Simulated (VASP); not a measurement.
Wanted: the native input for a VASP 6.6.1 run.

```
Task                   : single point
Functional             : r2SCAN
Potentials or basis    : VASP PAW PBE potentials, release 64 (Re)
Cutoff                 : 660 eV
k mesh                 : 16 × 16 × 16
Occupations            : fermi-dirac, width 0.1 eV
Spin                   : no spin polarisation
Dipole correction      : no
Further INCAR settings : ALGO = Normal; EDIFF = 1e-06; NBANDS = 10
```

Re:

```
Re
1.0
    -1.54788    1.54788    1.54788
     1.54788   -1.54788    1.54788
     1.54788    1.54788   -1.54788
Re
1
Direct
  0.00000 0.00000 0.00000
```

This isn't the form of Re at room conditions, which is hcp.

One way to write it, as run:

POSCAR

```
Re
1.0
   -1.5478788901      1.5478788901      1.5478788901
    1.5478788901     -1.5478788901      1.5478788901
    1.5478788901      1.5478788901     -1.5478788901
Re
1
Direct
    0.0000000000      0.0000000000      0.0000000000
```

INCAR.step1

```
PREC = Accurate
ENCUT = 660
ISMEAR = -1
SIGMA = 0.1
LREAL = F
LASPH = T
NELM = 120
NBANDS = 10
GGA = PE
ALGO = Normal
EDIFF = 1E-5
LWAVE = T
LCHARG = F
GGA_COMPAT = F
```

INCAR.step2

```
PREC = Accurate
ENCUT = 660
EDIFF = 1E-6
ISMEAR = -1
SIGMA = 0.1
LREAL = F
LASPH = T
NELM = 120
ALGO = Normal
ISIF = 2
LWAVE = F
LCHARG = T
METAGGA = R2SCAN
LMIXTAU = T
LELF = T
LVHAR = T
NBANDS = 10
ISTART = 1
GGA_COMPAT = F
```

KPOINTS

```
regular mesh
0
Gamma
  16 16 16
```

Potentials or basis: VASP PAW PBE potentials, release 64 (Re).

Run with:

```bash
$ cat potpaw_PBE.64/Re/POTCAR > POTCAR
$ cp INCAR.step1 INCAR
$ mpirun -np 1 vasp_std > vasp.out
$ cp INCAR.step2 INCAR
$ mpirun -np 1 vasp_std > vasp.out
```

Results of the run:

```json
{"Pressure": "0.5 GPa", "Band gap on the k mesh": "zero (an odd number of electrons rules out a gap without spin polarisation)"}
```

Caveat: the PAW data sets were made with another functional, which shifts forces and pressure a little; spin-orbit coupling is left out, which moves the levels of the heavy elements.

Wall time 35 s on 1 thread of Intel(R) Xeon(R) 6975P-C (Granite Rapids), on a shared host, peak memory 0.17 GiB.
